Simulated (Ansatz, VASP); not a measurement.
Two plane-wave programs on Si

```
Si
1.0
     0.00000    2.80901    2.70097
     2.80901    0.00000    2.70097
     2.80901    2.80901    0.00000
Si
2
Direct
  0.50444 0.49556 0.49556
  0.74556 0.75444 0.75444
```

Change from the starting cell: mode 4 frozen in at -0.024 Å, equal normal strain along x and y +0.0400.

Alike in both runs: task single point; functional LDA; k mesh 12 × 12 × 12; occupations gaussian, width 0.05 eV; no spin polarisation.

```csv
,VASP,Ansatz
version,VASP 6.6.1,Ansatz 0.2.0
potentials or method,"VASP PAW LDA potentials, release 64 (Si), cutoff 520 eV","scalar-relativistic, plane waves, PAW"
valence electrons in the cell,8,8
```

```tsv
	VASP	Ansatz	Ansatz less VASP
gap on the k mesh at the Fermi level (eV)	0.03	0.03	0.000
least direct gap on the mesh (eV)	2.01	2.01	+0.001
pressure (GPa)	-6.3	-6.3	-0.02
traceless stress, the component that is largest in VASP (GPa)	2.35	2.34	-0.002
rms of the force components (eV/Å)	0.332	0.332	+0.0002
```

LDA's correlation is that of Perdew and Zunger in VASP and of Perdew and Wang (1992) in Ansatz. Atom by atom the forces differ by 0.000 eV/Å (rms over components).
